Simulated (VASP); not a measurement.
# BC62 (a cell with a defect) in VASP: further runs

The runs below take BC62 (a cell with a defect) through single point, with PBE+D3(BJ).

Everything below comes from runs of VASP 6.6.1. Logs are shortened: lines on timing, memory, paths and dates and some standing lists are left out, and cuts for length are marked.

### Step 1. The cell of the first run

The cell holds a defect, 63 atoms: a = 7.140 Å, b = 7.140 Å, c = 7.140 Å, α = 90.00°, β = 90.00°, γ = 90.00°.

### Step 2. Single point, PBE+D3(BJ)

Contents of INCAR:

```
  PREC = Accurate
  ENCUT = 520
  EDIFF = 1E-6
  ISMEAR = -1
  SIGMA = 0.02
  LREAL = Auto
  LASPH = True
  NELM = 100
  ALGO = Normal
  ISIF = 2
  LWAVE = False
  LCHARG = True
  GGA = PE
  IVDW = 12
  LELF = True
  LVHAR = True
  NELECT = 252.0
  NBANDS = 162
```

Contents of KPOINTS:

```
Automatic mesh
0
Gamma
  2 2 2
```

Contents of POSCAR:

```
BC62
1.0
    7.1400000000      0.0000000000      0.0000000000
    0.0000000000      7.1400000000      0.0000000000
    0.0000000000      0.0000000000      7.1400000000
C B
62 1
Direct
    0.4994262056      0.0018200436     -0.0011848429
    0.6253982181      0.1240855086      0.1245948727
    0.7503749536      0.2509043898     -0.0014392045
    0.8759477956      0.3743942397      0.1250945985
    0.7557252155      0.0057252155      0.2388022493
    0.8718915409      0.1218915409      0.3728401579
    0.0009043898      0.0003749536     -0.0014392045
    0.1243942397      0.1259477956      0.1250945985
    0.2504595532      0.2509916452      0.0004595532
    0.3759907549      0.3760639459      0.1259907549
    0.5017077373      0.5011732135      0.0011732135
    0.6314663231      0.6254598972      0.1254598972
    0.7518200436      0.7494262056     -0.0011848429
    0.8740855086      0.8753982181      0.1245948727
    0.2488151571      0.0018200436      0.2494262056
    0.3745948727      0.1240855086      0.3753982181
    0.5003278774      0.2495592785      0.2503278774
    0.6247442446      0.3745034032      0.3747442446
    0.7518200436      0.4988151571      0.2494262056
    0.8740855086      0.6245948727      0.3753982181
    0.4888022493      0.0057252155      0.5057252155
    0.6228401579      0.1218915409      0.6218915409
    0.7486167518      0.2481155747      0.4986167518
    0.8742631996      0.3736229020      0.6242631996
    0.7486167518     -0.0013832482      0.7481155747
    0.8742631996      0.1242631996      0.8736229020
    0.0009916452      0.5004595532      0.0004595532
    0.1260639459      0.6259907549      0.1259907549
    0.2511732135      0.7517077373      0.0011732135
    0.3754598972      0.8814663231      0.1254598972
    0.0004815830      0.2504815830      0.2495907021
    0.1251188872      0.3751188872      0.3750740586
    0.2511732135      0.5011732135      0.2517077373
    0.3754598972      0.6254598972      0.3814663231
   -0.0018844253     -0.0013832482      0.4986167518
    0.1236229020      0.1242631996      0.6242631996
    0.2485607955      0.2509043898      0.5003749536
    0.3750945985      0.3743942397      0.6259477956
    0.4994262056      0.4988151571      0.5018200436
    0.6253982181      0.6245948727      0.6240855086
    0.7557252155      0.7388022493      0.5057252155
    0.8718915409      0.8728401579      0.6218915409
    0.2485607955      0.0003749536      0.7509043898
    0.3750945985      0.1259477956      0.8743942397
    0.4995907021      0.2504815830      0.7504815830
    0.6250740586      0.3751188872      0.8751188872
    0.7503749536      0.4985607955      0.7509043898
    0.8759477956      0.6250945985      0.8743942397
   -0.0004407215      0.7503278774      0.2503278774
    0.1245034032      0.8747442446      0.3747442446
    0.0009043898      0.4985607955      0.5003749536
    0.1243942397      0.6250945985      0.6259477956
    0.2488151571      0.7494262056      0.5018200436
    0.3745948727      0.8753982181      0.6240855086
   -0.0004697076      0.2495302924      0.7495302924
    0.1251927135      0.3751927135      0.8751927135
    0.2504595532      0.5004595532      0.7509916452
    0.3759907549      0.6259907549      0.8760639459
    0.5003278774      0.7503278774      0.7495592785
    0.6247442446      0.8747442446      0.8745034032
    0.0004815830      0.7495907021      0.7504815830
    0.1251188872      0.8750740586      0.8751188872
    0.5006000221      0.7506000221      0.2506000221
```

Potentials or basis: VASP PAW PBE potentials, release 64 (C, B).

Run with:

```
$ cat potpaw_PBE.64/C/POTCAR potpaw_PBE.64/B/POTCAR > POTCAR
$ mpirun -np 1 vasp_std > vasp.out
```

OUTCAR:

```text
PREC = Accurate
   ENCUT = 520
   EDIFF = 1E-6
   ISMEAR = -1
   LREAL = Auto
   LASPH = True
   NELM = 100
   ISIF = 2
   GGA = PE
   IVDW = 12
   NELECT = 252.0
 IVDW          = 12

 ion  position               nearest neighbor table
   1  0.499  0.002  0.999-  30 1.53  44 1.54   2 1.54  60 1.55
   2  0.625  0.124  0.125-   5 1.50   1 1.54  17 1.55   3 1.56
   3  0.750  0.251  0.999-  46 1.54  26 1.55   4 1.55   2 1.56
   4  0.876  0.374  0.125-  19 1.54  31 1.54   3 1.55  27 1.55
   5  0.756  0.006  0.239-   2 1.50  14 1.50   6 1.51
   6  0.872  0.122  0.373-   5 1.51  23 1.55  35 1.55  31 1.57
   7  0.001  0.000  0.999-  62 1.54  26 1.55   8 1.55  14 1.56
   8  0.124  0.126  0.125-  15 1.54  31 1.54   7 1.55   9 1.55
   9  0.250  0.251  0.000-  56 1.54  44 1.55   8 1.55  10 1.55
  10  0.376  0.376  0.126-  17 1.55  33 1.55  11 1.55   9 1.55
  11  0.502  0.501  0.001-  46 1.55  58 1.55  10 1.55  12 1.56
  12  0.631  0.625  0.125-  13 1.53  19 1.53  11 1.56  63 1.57
  13  0.752  0.749  0.999-  12 1.53  48 1.54  14 1.54  60 1.55
  14  0.874  0.875  0.125-   5 1.50  13 1.54  49 1.55   7 1.56
  15  0.249  0.002  0.249-  30 1.53   8 1.54  16 1.54  50 1.55
  16  0.375  0.124  0.375-  21 1.50  15 1.54  17 1.55  37 1.56
  17  0.500  0.250  0.250-  18 1.54  10 1.55  16 1.55   2 1.55
[... 43 lines left out ...]
  61  0.000  0.750  0.750-  52 1.54  48 1.54  62 1.54  42 1.57
  62  0.125  0.875  0.875-   7 1.54  43 1.54  61 1.54  29 1.55
  63  0.501  0.751  0.251-  12 1.57  30 1.57  34 1.57

  LATTYP: Found a simple cubic cell.
 ALAT       =     7.1400000000

  Lattice vectors:

 A1 = (   7.1400000000,   0.0000000000,   0.0000000000)
 A2 = (   0.0000000000,   7.1400000000,   0.0000000000)
 A3 = (   0.0000000000,   0.0000000000,   7.1400000000)

Analysis of symmetry for initial positions (statically):
=====================================================================
 Subroutine PRICEL returns:
 Original cell was already a primitive cell.

 Routine SETGRP: Setting up the symmetry group for a
 simple cubic supercell.

 Subroutine GETGRP returns: Found  6 space group operations
 (whereof  1 operations were pure point group operations)
 out of a pool of 48 trial point group operations.

The static configuration has the point symmetry C_1 .
 The point group associated with its full space group is C_3v.

Analysis of symmetry for dynamics (positions and initial velocities):
=====================================================================
 Subroutine PRICEL returns:
 Original cell was already a primitive cell.

 Routine SETGRP: Setting up the symmetry group for a
 simple cubic supercell.

 Subroutine GETGRP returns: Found  6 space group operations
 (whereof  1 operations were pure point group operations)
 out of a pool of 48 trial point group operations.

The dynamic configuration has the point symmetry C_1 .
 The point group associated with its full space group is C_3v.

 Subroutine INISYM returns: Found  6 space group operations
 (whereof  1 operations are pure point group operations),
 and found     1 'primitive' translations

----------------------------------------------------------------------------------------

                                     Primitive cell

  volume of cell :     363.9943

  direct lattice vectors                    reciprocal lattice vectors
     7.140000000  0.000000000  0.000000000     0.140056022  0.000000000  0.000000000
     0.000000000  7.140000000  0.000000000     0.000000000  0.140056022  0.000000000
     0.000000000  0.000000000  7.140000000     0.000000000  0.000000000  0.140056022

  length of vectors
     7.140000000  7.140000000  7.140000000     0.140056022  0.140056022  0.140056022

  position of ions in fractional coordinates (direct lattice)
     0.499426206  0.001820044  0.998815157
     0.625398218  0.124085509  0.124594873
     0.750374954  0.250904390  0.998560795
     0.875947796  0.374394240  0.125094598
     0.755725216  0.005725216  0.238802249
     0.871891541  0.121891541  0.372840158
[... 55 lines left out ...]
     0.125118887  0.875074059  0.875118887
     0.500600022  0.750600022  0.250600022

  ion indices of the primitive-cell ions
   primitive index   ion index
                 1           1
                 2           2
                 3           3
                 4           4
                 5           5
                 6           6
[... 55 lines left out ...]
                62          62
                63          63

----------------------------------------------------------------------------------------

 KPOINTS: Automatic mesh

Automatic generation of k-mesh.
 Grid dimensions read from file:
 generate k-points for:    2    2    2

 Generating k-lattice:

  Cartesian coordinates                     Fractional coordinates (reciprocal lattice)
     0.070028011  0.000000000  0.000000000     0.500000000  0.000000000  0.000000000
     0.000000000  0.070028011  0.000000000     0.000000000  0.500000000  0.000000000
     0.000000000  0.000000000  0.070028011     0.000000000  0.000000000  0.500000000

  Length of vectors
     0.070028011  0.070028011  0.070028011

  Shift w.r.t. Gamma in fractional coordinates (k-lattice)
     0.000000000  0.000000000  0.000000000

 Subroutine IBZKPT returns following result:
 ===========================================

 Found      4 irreducible k-points:

 Following reciprocal coordinates:
            Coordinates               Weight
  0.000000  0.000000  0.000000      1.000000
  0.500000  0.000000  0.000000      3.000000
  0.500000  0.500000  0.000000      3.000000
  0.500000  0.500000  0.500000      1.000000
   k-points           NKPTS =      4   k-points in BZ     NKDIM =      4   number of bands    NBANDS=    162
   number of dos      NEDOS =    301   number of ions     NIONS =     63
   total plane-waves  NPLWV = 157464
   dimension x,y,z NGX =    54 NGY =   54 NGZ =   54
   dimension x,y,z NGXF=   108 NGYF=  108 NGZF=  108
   ions per type =              62   1
   NGX,Y,Z   is equivalent  to a cutoff of  12.57, 12.57, 12.57 a.u.
   NGXF,Y,Z  is equivalent  to a cutoff of  25.15, 25.15, 25.15 a.u.
 SYSTEM =  unknown system
   PREC   = accura    normal or accurate (medium, high low for compatibility)
   ISTART =      0    job   : 0-new  1-cont  2-samecut
   ICHARG =      2    charge: 1-file 2-atom 10-const
   ISPIN  =      1    spin polarized calculation?
   LNONCOLLINEAR =      F non collinear calculations
   LSORBIT =      F    spin-orbit coupling
   LASPH  =      T    aspherical Exc in radial PAW
   ENCUT  =  520.0 eV  38.22 Ry    6.18 a.u.  13.28 13.28 13.28*2*pi/ulx,y,z
   NELM   =    100;   NELMIN=  2; NELMDL= -5     # of ELM steps
   EDIFF  = 0.1E-05   stopping-criterion for ELM
   LREAL  =      T    real-space projection
   EDIFFG = 0.1E-04   stopping-criterion for IOM
   NSW    =      0    number of steps for IOM
   IBRION =     -1    ionic relax: 0-MD 1-quasi-New 2-CG
   NFREE  =      0    steps in history (QN), initial steepest desc. (CG)
   ISIF   =      2    stress and relaxation
   ISYM   =      2    0-nonsym 1-usesym 2-fastsym
   POTIM  = 0.5000    time-step for ionic-motion
   TEBEG  =    0.0;   TEEND  =   0.0 temperature during run
   PSTRESS=    0.0 pullay stress
   NELECT =     252.0000    total number of electrons
   NUPDOWN=      -1.0000    fix difference up-down
   EMIN   =  10.00;   EMAX   =-10.00  energy-range for DOS
   EFERMI =   0.00;   METHOD = LEGACY
   ISMEAR =    -1;   SIGMA  =   0.02  broadening in eV -4-tet -1-fermi 0-gaus
   EFERMI_NEDOS =   21; number of points for ismear=-14 and -15
   IALGO  =     38    algorithm
   IMIX   =      4    mixing-type and parameters
     AMIX     =   0.40;   BMIX     =  1.00
     AMIX_MAG =   1.60;   BMIX_MAG =  1.00
  volume/ion in A,a.u.               =       5.78        38.99
  Fermi-wavevector in a.u.,A,eV,Ry     =   1.448250  2.736795 28.537232  2.097427
  Thomas-Fermi vector in A             =   2.566112
   LORBIT       =      0    0 simple, 1 ext, 2 COOP (PROOUT), +10 PAW based schemes
   GGA     = PE    functional components
   LHFCALC =     F    Hartree Fock is set to
   AEXX    =    0.0000 exact exchange contribution
   IVDW    =    12    specifies the selected vdW correction
   LEPSILON=     F    determine dielectric tensor
   LRPA    =     F    only Hartree local field effects (RPA)
 non-spin polarized calculation
  energy-cutoff  :      520.00
  volume of cell :      363.99
 maximum number of plane-waves:      9808
 NGX is ok and might be reduce to    54
   NGX = 27   NGY = 27   NGZ = 27

 number of electron     251.9999997 magnetization

 Free energy of the ion-electron system (eV)
  ---------------------------------------------------
  ext. energy  EPLUGINS =         0.00000000
  ---------------------------------------------------
  free energy    TOTEN  =      -554.40268005 eV

  energy without entropy =     -554.39269310  energy(sigma->0) =     -554.39768658

 E-fermi :  11.0972     XC(G=0): -13.1643

 val. band max:       11.0835694050   @ k =   0.5000   0.0000   0.0000
 cond. band min:      11.2203320508   @ k =   0.5000   0.5000   0.5000
 fundamental gap:      0.1367626458
 Fermi energy:        11.0971569016

 k-point     1 :       0.0000    0.0000    0.0000
  band No.  band energies     occupation
      1     -11.9792      2.00000
      2      -9.8025      2.00000
      3      -9.8025      2.00000
      4      -9.7854      2.00000
      5      -9.7854      2.00000
      6      -9.6317      2.00000
[... 553 lines left out ...]
    137      15.4325      0.00000
    138      15.4602      0.00000
 [bands above 138 left out]

------------------------ aborting loop because EDIFF is reached ----------------------------------------

 Edisp (eV)  -12.01296

 E8    (eV) :    -3.4685

  FORCE on cell =-STRESS in cart. coord.  units (eV):
  Direction    XX          YY          ZZ          XY          YZ          ZX
  --------------------------------------------------------------------------------------
  -------------------------------------------------------------------------------------
  Total       8.35311     8.35311     8.35311    -5.60697    -5.60697    -5.60697
  in kB      36.76748    36.76748    36.76748   -24.67995   -24.67995   -24.67995
  external pressure =       36.77 kB  Pullay stress =        0.00 kB

 VOLUME and BASIS-vectors are now :
 -----------------------------------------------------------------------------
  energy-cutoff  :      520.00
  volume of cell :      363.99
      direct lattice vectors                 reciprocal lattice vectors
     7.140000000  0.000000000  0.000000000     0.140056022  0.000000000  0.000000000
     0.000000000  7.140000000  0.000000000     0.000000000  0.140056022  0.000000000
     0.000000000  0.000000000  7.140000000     0.000000000  0.000000000  0.140056022

 POSITION                                       TOTAL-FORCE (eV/Angst)
 -----------------------------------------------------------------------------------
      3.56590      0.01300      7.13154         0.003318     -0.003528     -0.004704
      4.46534      0.88597      0.88961         0.001265      0.003079     -0.003631
      5.35768      1.79146      7.12972        -0.007330     -0.002285      0.003781
      6.25427      2.67317      0.89318        -0.007068      0.006720     -0.002939
      5.39588      0.04088      1.70505        -0.011729     -0.011729      0.012961
      6.22531      0.87031      2.66208         0.000951      0.000951      0.011999
[... 55 lines left out ...]
      0.89335      6.24803      6.24835        -0.004944      0.002003     -0.004944
      3.57428      5.35928      1.78928         0.005500      0.005500      0.005500
 -----------------------------------------------------------------------------------
    total drift:                               -0.020454     -0.020454     -0.020459

  FREE ENERGIE OF THE ION-ELECTRON SYSTEM (eV)
  ---------------------------------------------------
  free  energy   TOTEN  =      -566.4156408761 eV

  energy  without entropy=     -566.4056539269  energy(sigma->0) =     -566.41064740
```

Wall time 8.4 min (1 thread of Oxide Virtual Turin-like, shared host); peak memory 0.46 GiB.

What came out:

```
Free energy                : -566.4156 eV
Largest force              : 0.021 eV/Å
Dispersion energy per atom : -0.191 eV
```

Forces in eV/Å, atoms in the order of the input:
```
C    0.003 -0.004 -0.005
C    0.001  0.003 -0.004
C   -0.007 -0.002  0.004
C   -0.007  0.007 -0.003
C   -0.012 -0.012  0.013
C    0.001  0.001  0.012
C   -0.002 -0.007  0.004
C    0.007 -0.007 -0.003
C   -0.003  0.001 -0.003
C   -0.003  0.006 -0.003
C   -0.002 -0.004 -0.004
C   -0.010  0.003  0.003
C   -0.004  0.003 -0.005
C    0.003  0.001 -0.004
C   -0.005 -0.004  0.003
C   -0.004  0.003  0.001
C    0.000  0.009  0.000
C    0.000  0.004  0.000
C   -0.004 -0.005  0.003
C    0.003 -0.004  0.001
C    0.013 -0.012 -0.012
C    0.012  0.001  0.001
C    0.002  0.000  0.002
C   -0.002  0.005 -0.002
C    0.002  0.002  0.000
C   -0.002 -0.002  0.005
C    0.001 -0.003 -0.003
C    0.006 -0.003 -0.003
C   -0.004 -0.002 -0.004
C    0.003 -0.010  0.003
C    0.010  0.010 -0.001
C   -0.005 -0.005  0.002
C   -0.004 -0.004 -0.002
C    0.003  0.003 -0.010
C    0.000  0.002  0.002
C    0.005 -0.002 -0.002
C    0.004 -0.002 -0.007
C   -0.003  0.007 -0.007
C    0.003 -0.005 -0.004
C    0.001 -0.004  0.003
C   -0.012  0.013 -0.012
C    0.001  0.012  0.001
C    0.004 -0.007 -0.002
C   -0.003 -0.007  0.007
C   -0.001  0.010  0.010
C    0.002 -0.005 -0.005
C   -0.007  0.004 -0.002
C   -0.007 -0.003  0.007
C    0.009  0.000  0.000
C    0.004  0.000  0.000
C   -0.002  0.004 -0.007
C    0.007 -0.003 -0.007
C   -0.005  0.003 -0.004
C   -0.004  0.001  0.003
C    0.006  0.006  0.006
C   -0.001 -0.001 -0.001
C   -0.003 -0.003  0.001
C   -0.003 -0.003  0.006
C    0.000  0.000  0.009
C    0.000  0.000  0.004
C    0.010 -0.001  0.010
C   -0.005  0.002 -0.005
B    0.005  0.005  0.005
```

Caveat: the k points lie up to 0.44 Å⁻¹ apart; the cell carries a net charge on a neutralising background, which shifts energy and pressure; the cell is charged against a uniform background, so pressure and absolute levels hang on convention.

(Part 1 of 2 ends here.)
